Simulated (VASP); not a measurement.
A run of VASP 6.6.1 is set up as follows.

Contents of INCAR:

```
PREC = Accurate
ENCUT = 520
EDIFF = 1E-7
ISMEAR = 0
SIGMA = 0.15
LREAL = False
LASPH = True
NELM = 100
ALGO = Fast
ISIF = 2
LWAVE = False
LCHARG = True
GGA = CA
LELF = True
LVHAR = True
NBANDS = 10
```

File KPOINTS:

```
Automatic mesh
0
Gamma
  18 18 10
```

Contents of POSCAR:

```
Al
1.0
    2.7814000000      0.0000000000      0.0000000000
   -1.3907000000      2.4087630581      0.0000000000
    0.0000000000      0.0000000000      4.6862330202
Al
2
Direct
    0.6666666667      0.3333333333      0.7500000000
    0.3333333333      0.6666666667      0.2500000000
```

Potentials or basis: VASP PAW LDA potentials, release 64 (Al).

Command:

```console
$ cat potpaw_LDA.64/Al/POTCAR > POTCAR
$ mpirun -np 1 vasp_std > vasp.out
```

Task: Predict the band gap on the k mesh.

Result: Zero (band 3 reaches 12.25 eV, above the bottom of band 4 at 5.10 eV).

Task: Predict the pressure.

Result: 1.4 GPa.

Stress tensor (GPa, compression positive):
```
1.56 0.00 0.00
0.00 1.56 0.00
0.00 0.00 1.06
```
